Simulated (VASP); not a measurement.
# LiH in VASP: a series of runs

The runs below take LiH through single point, with HSE06.

Everything below comes from runs of VASP 6.6.1. Logs are shortened: lines on timing, memory, paths and dates and some standing lists are left out, and cuts for length are marked.

**1. The cell of the first run**

Symmetry: R3m, No. 160, trigonal system. Conventional cell: a = 3.125 Å, b = 3.125 Å, c = 7.383 Å, α = 90.00°, β = 90.00°, γ = 120.00°. Within 2.5 Å of Li (site symmetry 3m) lie 4 H at 1.87 to 1.90 Å. Within 2.5 Å of H (site symmetry 3m) lie 4 Li at 1.87 to 1.90 Å.

**2. Single point, HSE06 (epitaxial 111 strain +3.0%)**

POSCAR reads:

```
LiH
1.0
   -0.0520293695      2.1574463007      2.1574463007
    2.1574463007     -0.0520293695      2.1574463007
    2.1574463007      2.1574463007     -0.0520293695
Li H
1 1
Direct
   -0.0018455116     -0.0018455116     -0.0018455116
    0.2518455116      0.2518455116      0.2518455116
```

INCAR.step1 reads:

```
SYSTEM = LiH
  ALGO = Normal
  EDIFF = 1E-5
  ENCUT = 520
  GGA = PE
  ISIF = 2
  ISMEAR = 0
  LASPH = .True.
  LCHARG = .False.
  LREAL = .False.
  LWAVE = .True.
  NBANDS = 9
  NELM = 60
  PREC = Accurate
  SIGMA = 0.01
```

INCAR.step2 reads:

```
SYSTEM = LiH
  ALGO = Normal
  EDIFF = 1E-6
  ENCUT = 520
  GGA = PE
  HFSCREEN = 0.2079
  ISIF = 2
  ISMEAR = 0
  ISTART = 1
  LASPH = .True.
  LCHARG = .False.
  LHFCALC = .True.
  LREAL = .False.
  LWAVE = .False.
  NBANDS = 9
  NELM = 60
  PREC = Accurate
  PRECFOCK = Normal
  SIGMA = 0.01
```

KPOINTS reads:

```
k-points
0
Gamma
  8 8 8
  0 0 0
```

Potentials or basis: VASP PAW PBE potentials, release 64 (Li_sv, H).

Command:

```
cat potpaw_PBE.64/Li_sv/POTCAR potpaw_PBE.64/H/POTCAR > POTCAR
cp INCAR.step1 INCAR
mpirun -np 1 vasp_std > vasp.out
cp INCAR.step2 INCAR
mpirun -np 1 vasp_std > vasp.out
```

OUTCAR:

```text
SYSTEM = LiH
   EDIFF = 1E-6
   ENCUT = 520
   GGA = PE
   HFSCREEN = 0.2079
   ISIF = 2
   ISMEAR = 0
   ISTART = 1
   LASPH = .True.
   LHFCALC = .True.
   LREAL = .False.
   NELM = 60
   PREC = Accurate
   PRECFOCK = Normal

 ion  position               nearest neighbor table
   1  0.998  0.998  0.998-
   2  0.252  0.252  0.252-

  LATTYP: Found a trigonal (rhomboedric) cell.
 ALAT       =     3.0515334073
 COS(alpha) =     0.4757454727

  Lattice vectors:

 A1 = (  -0.0520293695,   2.1574463007,   2.1574463007)
 A2 = (   2.1574463007,  -0.0520293695,   2.1574463007)
 A3 = (   2.1574463007,   2.1574463007,  -0.0520293695)

Analysis of symmetry for initial positions (statically):
=====================================================================
 Subroutine PRICEL returns:
 Original cell was already a primitive cell.

 Routine SETGRP: Setting up the symmetry group for a
 trigonal (rhombohedral) supercell.

 Subroutine GETGRP returns: Found  6 space group operations
 (whereof  6 operations were pure point group operations)
 out of a pool of 12 trial point group operations.

The static configuration has the point symmetry C_3v.

Analysis of symmetry for dynamics (positions and initial velocities):
=====================================================================
 Subroutine PRICEL returns:
 Original cell was already a primitive cell.

 Routine SETGRP: Setting up the symmetry group for a
 trigonal (rhombohedral) supercell.

 Subroutine GETGRP returns: Found  6 space group operations
 (whereof  6 operations were pure point group operations)
 out of a pool of 12 trial point group operations.

The dynamic configuration has the point symmetry C_3v.

 Subroutine INISYM returns: Found  6 space group operations
 (whereof  6 operations are pure point group operations),
 and found     1 'primitive' translations

----------------------------------------------------------------------------------------

                                     Primitive cell

  volume of cell :      20.8104

  direct lattice vectors                    reciprocal lattice vectors
    -0.052029369  2.157446301  2.157446301    -0.223536007  0.229060061  0.229060061
     2.157446301 -0.052029369  2.157446301     0.229060061 -0.223536007  0.229060061
     2.157446301  2.157446301 -0.052029369     0.229060061  0.229060061 -0.223536007

  length of vectors
     3.051533407  3.051533407  3.051533407     0.393580194  0.393580194  0.393580194

  position of ions in fractional coordinates (direct lattice)
     0.998154488  0.998154488  0.998154488
     0.251845512  0.251845512  0.251845512
[... 93 lines left out ...]
   EFERMI_NEDOS =   21; number of points for ismear=-14 and -15
   IALGO  =     38    algorithm
   IMIX   =      1    mixing-type and parameters
     AMIX     =   0.40;   BMIX     =  1.00
     AMIX_MAG =   1.60;   BMIX_MAG =  1.00
  volume/ion in A,a.u.               =      10.41        70.22
  Fermi-wavevector in a.u.,A,eV,Ry     =   0.944789  1.785393 12.144920  0.892626
  Thomas-Fermi vector in A             =   2.072628
   LORBIT       =      0    0 simple, 1 ext, 2 COOP (PROOUT), +10 PAW based schemes
   GGA     = PE    functional components
   LHFCALC =     T    Hartree Fock is set to
   PRECFOCK=normal    Normal, Fast or Accurate (Low or Medium for compatibility)
   ENCUT4O =  -1.0   cutoff for four orbital integrals eV
   NKREDX  =     1    reduce k-point grid by
   NKREDY  =     1    reduce k-point grid by
   NKREDZ  =     1    reduce k-point grid by
   AEXX    =    0.2500 exact exchange contribution
   HFSCREEN=    0.2079 screening length (either q_TF or 0.3 A-1)
   HFSCREENC=   0.2079 screening length for correlation (either q_TF or 0.3 A-1)
   ENCUTFOCK=  -1.0 apply spherical cutoff to Coloumb kernel
   IVDW    =     0    specifies the selected vdW correction
   LEPSILON=     F    determine dielectric tensor
   LRPA    =     F    only Hartree local field effects (RPA)
 non-spin polarized calculation
 Gauss-broadening in eV      SIGMA  =   0.01
  energy-cutoff  :      520.00
  volume of cell :       20.81
 maximum number of plane-waves:       574
  NGX = 18; NGY = 18; NGZ = 18

 number of electron       4.0000002 magnetization

 Free energy of the ion-electron system (eV)
  ---------------------------------------------------
  ext. energy  EPLUGINS =         0.00000000
  ---------------------------------------------------
  free energy    TOTEN  =        -6.67345618 eV

  energy without entropy =       -6.67345618  energy(sigma->0) =       -6.67345618

 E-fermi :  -2.3088     XC(G=0):  -6.3541

 val. band max:       -2.5600209684   @ k =  -0.2500   0.5000   0.2500
 cond. band min:       2.5523042221   @ k =   0.5000   0.0000  -0.0000
 fundamental gap:      5.1123251905
 Fermi energy:        -2.3088146438

 k-point     1 :       0.0000    0.0000    0.0000
  band No.  band energies     occupation
      1     -48.9501      2.00000
      2      -6.5714      2.00000
      3      11.5367      0.00000
      4      15.4843      0.00000
      5      15.4843      0.00000
      6      16.3331      0.00000
      7      17.9133      0.00000
      8      17.9133      0.00000
      9      18.9094      0.00000
[... 265 lines left out ...]
 k-point    24 :       0.3750    0.1250    0.1250
  band No.  band energies     occupation
      1     -48.9350      2.00000
      2      -4.9080      2.00000
      3       5.6213      0.00000
      4      11.4614      0.00000
      5      14.3583      0.00000
      6      14.7550      0.00000
      7      18.4850      0.00000
      8      18.7960      0.00000
      9      21.8890      0.00000

 [... further k-points ...]

------------------------ aborting loop because EDIFF is reached ----------------------------------------

  FORCE on cell =-STRESS in cart. coord.  units (eV):
  Direction    XX          YY          ZZ          XY          YZ          ZX
  --------------------------------------------------------------------------------------
  -------------------------------------------------------------------------------------
  Total       -0.2265372     -0.2265372     -0.2265372      0.0812131      0.0812131      0.0812131
  in kB      -17.4409560    -17.4409560    -17.4409560      6.2525446      6.2525446      6.2525446
  external PRESSURE =     -17.4409560 kB  Pullay stress =       0.0000000 kB

 VOLUME and BASIS-vectors are now :
 -----------------------------------------------------------------------------
  energy-cutoff  :      520.00
  volume of cell :       20.81
      direct lattice vectors                 reciprocal lattice vectors
    -0.052029369  2.157446301  2.157446301    -0.223536007  0.229060061  0.229060061
     2.157446301 -0.052029369  2.157446301     0.229060061 -0.223536007  0.229060061
     2.157446301  2.157446301 -0.052029369     0.229060061  0.229060061 -0.223536007

 POSITION                                       TOTAL-FORCE (eV/Angst)
 -----------------------------------------------------------------------------------
      4.25500      4.25500      4.25500        -0.000287     -0.000287     -0.000287
      1.07358      1.07358      1.07358         0.000287      0.000287      0.000287
 -----------------------------------------------------------------------------------
    total drift:                               -0.000118     -0.000118     -0.000117

  FREE ENERGIE OF THE ION-ELECTRON SYSTEM (eV)
  ---------------------------------------------------
  free  energy   TOTEN  =        -6.6734561843 eV

  energy  without entropy=       -6.6734561843  energy(sigma->0) =       -6.67345618
```

OUTCAR.step1:

```text
SYSTEM = LiH
   EDIFF = 1E-5
   ENCUT = 520
   GGA = PE
   ISIF = 2
   ISMEAR = 0
[... 511 lines left out ...]
      4.25500      4.25500      4.25500        -0.001022     -0.001022     -0.001022
      1.07358      1.07358      1.07358         0.001022      0.001022      0.001022
 -----------------------------------------------------------------------------------
    total drift:                               -0.000158     -0.000158     -0.000157

  FREE ENERGIE OF THE ION-ELECTRON SYSTEM (eV)
  ---------------------------------------------------
  free  energy   TOTEN  =        -6.0231218660 eV

  energy  without entropy=       -6.0231218660  energy(sigma->0) =       -6.02312187
```

Run time: 13 min. Hardware: 1 thread of Intel Xeon Platinum 8488C (Sapphire Rapids), shared host; peak memory 0.26 GiB.

What came out:

```yaml
Free_energy: -6.6735 eV
Band_gap_on_the_k_mesh: 5.11 eV (least direct gap 6.18 eV)
```

Levels at points of the mesh, in eV from the valence-band top:
```tsv
k point	band 1	band 2	band 3	band 4	band 5	band 6
(0.00, 0.00, 0.00)	-46.39	-4.01	14.10	18.04	18.04	18.89
(0.50, 0.00, 0.00)	-46.37	-1.20	5.11	16.11	16.39	17.16
(0.50, 0.50, 0.00)	-46.36	-0.34	8.13	10.97	11.50	12.18
(0.50, 0.50, 0.50)	-46.37	-0.89	5.29	15.74	15.74	16.80
```

Caveat: the cell differs from its parent crystal (epitaxial 111 strain +3.0%); the cutoff is under 1.25 times the usual one of these potentials, so pressure, stress and relaxed cells hold a basis-set (Pulay) error; the PAW data sets were made with another functional, which shifts forces and pressure a little.

**3. Single point, HSE06 (uniaxial z strain +1.0%)**

POSCAR reads:

```
LiH
1.0
    0.0000000000      2.1451220099      2.1665732300
    2.1451220099      0.0000000000      2.1665732300
    2.1451220099      2.1451220099      0.0000000000
Li H
1 1
Direct
    0.0000000000      0.0000000000      0.0000000000
    0.2500000000      0.2500000000      0.2500000000
```

INCAR.step1 reads:

```
SYSTEM = LiH
ALGO = Normal
EDIFF = 1E-5
ENCUT = 520
GGA = PE
ISIF = 2
ISMEAR = 0
LASPH = .TRUE.
LCHARG = .FALSE.
LREAL = .FALSE.
LWAVE = .TRUE.
NBANDS = 9
NELM = 80
PREC = Accurate
SIGMA = 0.01
```

INCAR.step2 reads:

```
SYSTEM = LiH
ALGO = Normal
EDIFF = 1E-6
ENCUT = 520
GGA = PE
HFSCREEN = 0.2079
ISIF = 2
ISMEAR = 0
ISTART = 1
LASPH = .TRUE.
LCHARG = .FALSE.
LHFCALC = .TRUE.
LREAL = .FALSE.
LWAVE = .FALSE.
NBANDS = 9
NELM = 80
PREC = Accurate
PRECFOCK = Normal
SIGMA = 0.01
```

KPOINTS reads:

```
k-points
0
G
  8 8 8
  0 0 0
```

Potentials or basis: VASP PAW PBE potentials, release 64 (Li_sv, H).

Command:

```
cat potpaw_PBE.64/Li_sv/POTCAR potpaw_PBE.64/H/POTCAR > POTCAR
cp INCAR.step1 INCAR
mpirun -np 1 vasp_std > vasp.out
cp INCAR.step2 INCAR
mpirun -np 1 vasp_std > vasp.out
```

It took 9.3 min on 1 thread of Intel Xeon Platinum 8259CL at 2.50GHz (Skylake/Cascade Lake), shared host; peak memory 0.25 GiB.

It converged, with:

* Free energy: -6.6821 eV
* Band gap on the k mesh: 5.21 eV (least direct gap 6.39 eV)

Levels at points of the mesh, in eV from the valence-band top:
```csv
k point,band 1,band 2,band 3,band 4,band 5
"(0.00, 0.00, 0.00)",-46.31,-4.15,14.54,18.73,18.74
"(0.50, 0.00, 0.00)",-46.28,-1.18,5.21,16.40,16.59
"(0.50, 0.50, 0.00)",-46.27,-0.45,8.18,11.25,12.15
"(0.50, 0.00, 0.50)",-46.27,-0.35,8.31,11.15,11.99
```

Caveat: the cell differs from its parent crystal (uniaxial z strain +1.0%); the cutoff is under 1.25 times the usual one of these potentials, so pressure, stress and relaxed cells hold a basis-set (Pulay) error; the PAW data sets were made with another functional, which shifts forces and pressure a little. A k mesh can miss the band edges.

**4. Single point, HSE06 (strain along [111] -4.0%)**

POSCAR reads:

```
LiH
1.0
   -0.0572032536      2.0879187563      2.0879187563
    2.0879187563     -0.0572032536      2.0879187563
    2.0879187563      2.0879187563     -0.0572032536
Li H
1 1
Direct
   -0.0025337371     -0.0025337371     -0.0025337371
    0.2525337371      0.2525337371      0.2525337371
```

INCAR.step1 reads:

```
SYSTEM = LiH
PREC = Accurate
ENCUT = 520
EDIFF = 1E-5
ISMEAR = 0
SIGMA = 0.01
LREAL = .False.
LASPH = .True.
NELM = 80
ALGO = Normal
ISIF = 2
LWAVE = .True.
GGA = PE
NBANDS = 9
```

INCAR.step2 reads:

```
SYSTEM = LiH
PREC = Accurate
ENCUT = 520
EDIFF = 1E-6
ISMEAR = 0
SIGMA = 0.01
LREAL = .False.
LASPH = .True.
NELM = 80
ALGO = Normal
ISIF = 2
LWAVE = .False.
LCHARG = .True.
GGA = PE
LHFCALC = .True.
HFSCREEN = 0.2079
PRECFOCK = Normal
LELF = .True.
LVHAR = .True.
ISTART = 1
NBANDS = 9
```

KPOINTS reads:

```
Automatic mesh
0
Gamma
  8 8 8
  0 0 0
```

Potentials or basis: VASP PAW PBE potentials, release 64 (Li_sv, H).

Command:

```
cat potpaw_PBE.64/Li_sv/POTCAR potpaw_PBE.64/H/POTCAR > POTCAR
cp INCAR.step1 INCAR
mpirun -np 1 vasp_std > vasp.out
cp INCAR.step2 INCAR
mpirun -np 1 vasp_std > vasp.out
```

OUTCAR:

```text
SYSTEM = LiH
   PREC = Accurate
   ENCUT = 520
   EDIFF = 1E-6
   ISMEAR = 0
   LREAL = .False.
   LASPH = .True.
   NELM = 80
   ISIF = 2
   GGA = PE
   LHFCALC = .True.
   HFSCREEN = 0.2079
   PRECFOCK = Normal
   ISTART = 1

 ion  position               nearest neighbor table
   1  0.997  0.997  0.997-
   2  0.253  0.253  0.253-

  LATTYP: Found a trigonal (rhomboedric) cell.
 ALAT       =     2.9533170636
 COS(alpha) =     0.4724254361

  Lattice vectors:

 A1 = (  -0.0572032536,   2.0879187563,   2.0879187563)
 A2 = (   2.0879187563,  -0.0572032536,   2.0879187563)
 A3 = (   2.0879187563,   2.0879187563,  -0.0572032536)

Analysis of symmetry for initial positions (statically):
=====================================================================
 Subroutine PRICEL returns:
 Original cell was already a primitive cell.

 Routine SETGRP: Setting up the symmetry group for a
 trigonal (rhombohedral) supercell.

 Subroutine GETGRP returns: Found  6 space group operations
 (whereof  6 operations were pure point group operations)
 out of a pool of 12 trial point group operations.

[... 177 lines left out ...]

 k-point     1 :       0.0000    0.0000    0.0000
  band No.  band energies     occupation
      1     -48.4820      2.00000
      2      -6.5719      2.00000
      3      12.6913      0.00000
      4      16.6630      0.00000
      5      16.6630      0.00000
      6      17.7195      0.00000
      7      19.1755      0.00000
      8      19.1755      0.00000
      9      20.3735      0.00000
[... 265 lines left out ...]
 k-point    24 :       0.3750    0.1250    0.1250
  band No.  band energies     occupation
      1     -48.4600      2.00000
      2      -4.8238      2.00000
      3       6.2307      0.00000
      4      12.4934      0.00000
      5      15.4834      0.00000
      6      16.0132      0.00000
      7      19.8240      0.00000
      8      20.1451      0.00000
      9      23.3571      0.00000

 [... further k-points ...]

------------------------ aborting loop because EDIFF is reached ----------------------------------------

  FORCE on cell =-STRESS in cart. coord.  units (eV):
  Direction    XX          YY          ZZ          XY          YZ          ZX
  --------------------------------------------------------------------------------------
  -------------------------------------------------------------------------------------
  Total        0.0808142      0.0808142      0.0808142      0.0894642      0.0894642      0.0894642
  in kB        6.8318890      6.8318890      6.8318890      7.5631494      7.5631494      7.5631494
  external PRESSURE =       6.8318890 kB  Pullay stress =       0.0000000 kB

 VOLUME and BASIS-vectors are now :
 -----------------------------------------------------------------------------
  energy-cutoff  :      520.00
  volume of cell :       18.95
      direct lattice vectors                 reciprocal lattice vectors
    -0.057203254  2.087918756  2.087918756    -0.229849656  0.236324294  0.236324294
     2.087918756 -0.057203254  2.087918756     0.236324294 -0.229849656  0.236324294
     2.087918756  2.087918756 -0.057203254     0.236324294  0.236324294 -0.229849656

 POSITION                                       TOTAL-FORCE (eV/Angst)
 -----------------------------------------------------------------------------------
      4.10820      4.10820      4.10820        -0.001059     -0.001059     -0.001059
      1.04009      1.04009      1.04009         0.001059      0.001059      0.001059
 -----------------------------------------------------------------------------------
    total drift:                                0.000104      0.000104      0.000104

  FREE ENERGIE OF THE ION-ELECTRON SYSTEM (eV)
  ---------------------------------------------------
  free  energy   TOTEN  =        -6.6775005694 eV

  energy  without entropy=       -6.6775005694  energy(sigma->0) =       -6.67750057
```

OUTCAR.step1:

```text
SYSTEM = LiH
   PREC = Accurate
   ENCUT = 520
   EDIFF = 1E-5
   ISMEAR = 0
   LREAL = .False.
   LASPH = .True.
[... 511 lines left out ...]
      4.10820      4.10820      4.10820        -0.001986     -0.001986     -0.001986
      1.04009      1.04009      1.04009         0.001986      0.001986      0.001986
 -----------------------------------------------------------------------------------
    total drift:                                0.000033      0.000033      0.000033

  FREE ENERGIE OF THE ION-ELECTRON SYSTEM (eV)
  ---------------------------------------------------
  free  energy   TOTEN  =        -6.0242998983 eV

  energy  without entropy=       -6.0242998983  energy(sigma->0) =       -6.02429990
```

OSZICAR.step1:

```text
N       E                     dE             d eps       ncg     rms          rms(c)
DAV:   1    -0.142933889725E+01   -0.14293E+01   -0.14045E+03  1186   0.403E+02
DAV:   2    -0.628652003520E+01   -0.48572E+01   -0.48279E+01  1659   0.546E+01
DAV:   3    -0.636812015766E+01   -0.81600E-01   -0.81571E-01  1415   0.611E+00
DAV:   4    -0.636889247856E+01   -0.77232E-03   -0.77223E-03  1541   0.478E-01
DAV:   5    -0.636889660188E+01   -0.41233E-05   -0.41233E-05  1389   0.276E-02    0.333E+00
DAV:   6    -0.609697246041E+01    0.27192E+00   -0.25501E-01  1244   0.143E+00    0.163E+00
DAV:   7    -0.601922073329E+01    0.77752E-01   -0.29189E-01  1317   0.174E+00    0.289E-01
DAV:   8    -0.602432666028E+01   -0.51059E-02   -0.10988E-02  1350   0.537E-01    0.521E-02
DAV:   9    -0.602429670677E+01    0.29954E-04   -0.23244E-04  1490   0.706E-02    0.851E-03
DAV:  10    -0.602429989830E+01   -0.31915E-05   -0.11018E-05  1393   0.226E-02
   1 F= -.60242999E+01 E0= -.60242999E+01  d E =0.000000E+00
```

It took 11 min on 1 thread of Intel Xeon Platinum 8259CL at 2.50GHz (Skylake/Cascade Lake), shared host; peak memory 0.25 GiB.

What came out:

```
Free energy            : -6.6775 eV
Band gap on the k mesh : 5.27 eV (least direct gap 6.36 eV)
```

Levels at points of the mesh, in eV from the valence-band top:
| k point | band 1 | band 2 | band 3 | band 4 | band 5 | band 6 | band 7 |
| --- | --- | --- | --- | --- | --- | --- | --- |
| (0.00, 0.00, 0.00) | -46.18 | -4.27 | 14.99 | 18.96 | 18.96 | 20.02 | 21.48 |
| (0.50, 0.00, 0.00) | -46.15 | -1.32 | 5.27 | 16.93 | 17.29 | 18.21 | 20.78 |
| (0.50, 0.50, 0.00) | -46.14 | -0.39 | 8.46 | 11.46 | 11.95 | 12.79 | 20.49 |
| (0.50, 0.50, 0.50) | -46.15 | -0.92 | 5.44 | 16.49 | 16.49 | 17.77 | 20.34 |

Caveat: the cell differs from its parent crystal (strain along [111] -4.0%); the cutoff is under 1.25 times the usual one of these potentials, so pressure, stress and relaxed cells hold a basis-set (Pulay) error; the PAW data sets were made with another functional, which shifts forces and pressure a little.

**5. Summary**

| cell | gap on the mesh (eV) |
| --- | --- |
| a = 3.052 Å, angles 61.6°, 2 atoms, atomic positions A | 5.11 |
| a = 3.049, b = 3.049, c = 3.034 Å, angles 60.2, 60.2, 59.7°, 2 atoms, atomic positions B | 5.21 |
| a = 2.953 Å, angles 61.8°, 2 atoms, atomic positions A | 5.27 |

Alike in all rows: task single point; level HSE06; potentials or basis VASP PAW PBE potentials, release 64 (Li_sv, H); no spin polarisation; k mesh 8 × 8 × 8; cutoff (eV) 520; smearing gaussian 0.01 eV.

Caveats: the cutoff is under 1.25 times the usual one of these potentials, so pressure, stress and relaxed cells hold a basis-set (Pulay) error; the PAW data sets were made with another functional, which shifts forces and pressure a little.

Total energies depend on the potentials used, so only differences within one code and one set of settings carry meaning.
